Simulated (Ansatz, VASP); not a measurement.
Hf6Al2O15: VASP beside Ansatz

INCAR

```
SYSTEM = Hf6Al2O15
  PREC = Accurate
  ENCUT = 520
  EDIFF = 1E-6
  ISMEAR = 0
  SIGMA = 0.1
  LREAL = Auto
  LASPH = .TRUE.
  NELM = 60
  ALGO = Normal
  ISIF = 2
  LWAVE = .FALSE.
  LCHARG = .FALSE.
  GGA = PE
  NBANDS = 95
```

Contents of KPOINTS:

```
regular mesh
0
G
  2 4 4
  0 0 0
```

File POSCAR:

```
Hf6Al2O15
1.0
   10.1883500200      0.0000000000      0.0000000000
    0.0000000000      5.1506447000      0.0000000000
   -0.8761689800      0.0000000000      5.2029535000
Al Hf O
2 6 15
Direct
    0.1380678900      0.4580646800      0.7079073300
    0.8619321100      0.5419353200      0.2920926700
    0.6380678900      0.4580646800      0.7079073300
    0.3619321100      0.9580646800      0.7920926700
    0.8619321100      0.9580646800      0.7920926700
    0.3619321100      0.5419353200      0.2920926700
    0.1380678900      0.0419353200      0.2079073300
    0.6380678900      0.0419353200      0.2079073300
    0.2239989100      0.7425259500      0.9785779900
    0.7239989100      0.7425259500      0.9785779900
    0.2760010900      0.2425259500      0.5214220100
    0.7760010900      0.2425259500      0.5214220100
    0.2760010900      0.2574740500      0.0214220100
    0.7760010900      0.2574740500      0.0214220100
    0.2239989100      0.7574740500      0.4785779900
    0.7239989100      0.7574740500      0.4785779900
    0.5341803900      0.3307588800      0.3462527800
    0.4658196100      0.8307588800      0.1537472200
    0.9658196100      0.8307588800      0.1537472200
    0.4658196100      0.6692411200      0.6537472200
    0.9658196100      0.6692411200      0.6537472200
    0.0341803900      0.1692411200      0.8462527800
    0.5341803900      0.1692411200      0.8462527800
```

Input for Ansatz:

```yaml
crystal:
  lattice:
    - [10.18835002, 0.0, 0.0]
    - [0.0, 5.1506447, 0.0]
    - [-0.87616898, 0.0, 5.2029535]
  atoms:
    - { symbol: Al, position: [0.13806789, 0.45806468, 0.70790733] }
    - { symbol: Hf, position: [0.63806789, 0.45806468, 0.70790733] }
    - { symbol: Hf, position: [0.36193211, 0.95806468, 0.79209267] }
    - { symbol: Hf, position: [0.86193211, 0.95806468, 0.79209267] }
    - { symbol: Hf, position: [0.36193211, 0.54193532, 0.29209267] }
    - { symbol: Al, position: [0.86193211, 0.54193532, 0.29209267] }
    - { symbol: Hf, position: [0.13806789, 0.04193532, 0.20790733] }
    - { symbol: Hf, position: [0.63806789, 0.04193532, 0.20790733] }
    - { symbol: O, position: [0.22399891, 0.74252595, 0.97857799] }
    - { symbol: O, position: [0.72399891, 0.74252595, 0.97857799] }
    - { symbol: O, position: [0.27600109, 0.24252595, 0.52142201] }
    - { symbol: O, position: [0.77600109, 0.24252595, 0.52142201] }
    - { symbol: O, position: [0.27600109, 0.25747405, 0.02142201] }
    - { symbol: O, position: [0.77600109, 0.25747405, 0.02142201] }
    - { symbol: O, position: [0.22399891, 0.75747405, 0.47857799] }
    - { symbol: O, position: [0.72399891, 0.75747405, 0.47857799] }
    - { symbol: O, position: [0.53418039, 0.33075888, 0.34625278] }
    - { symbol: O, position: [0.46581961, 0.83075888, 0.15374722] }
    - { symbol: O, position: [0.96581961, 0.83075888, 0.15374722] }
    - { symbol: O, position: [0.46581961, 0.66924112, 0.65374722] }
    - { symbol: O, position: [0.96581961, 0.66924112, 0.65374722] }
    - { symbol: O, position: [0.03418039, 0.16924112, 0.84625278] }
    - { symbol: O, position: [0.53418039, 0.16924112, 0.84625278] }
basis:
  ecutwfc: 420
kpoints:
  mp_grid: { grid: [2, 4, 4] }
hamiltonian:
  xc: pbe
  pseudopotentials: { kind: paw, azcp: { folder: soft_1 } }
scf:
  occupations: { method: gaussian, width: 0.1 }
output:
  forces: true
  stress: true
  eigenvalues: true
```

Alike in both runs: task single point; functional PBE; k mesh 2 × 4 × 4; occupations gaussian, width 0.1 eV; no spin polarisation.

```csv
,VASP,Ansatz
version,VASP 6.6.1,Ansatz 0.2.0
potentials or method,"VASP PAW PBE potentials, release 64 (Al, Hf_pv, O), cutoff 520 eV","scalar-relativistic, plane waves, PAW"
valence electrons in the cell,156,252
```

```tsv
	VASP	Ansatz	Ansatz less VASP
gap on the k mesh at the Fermi level (eV)	1.07	1.10	+0.034
least direct gap on the mesh (eV)	1.07	1.10	+0.034
pressure (GPa)	-4.3	-1.9	+2.44
rms of the force components (eV/Å)	1.118	1.138	+0.0209
```

VASP's potentials hold 156 valence electrons a cell and Ansatz's 252, so a difference there can come from the potentials and not from the codes.

Neither program's run includes spin-orbit coupling.
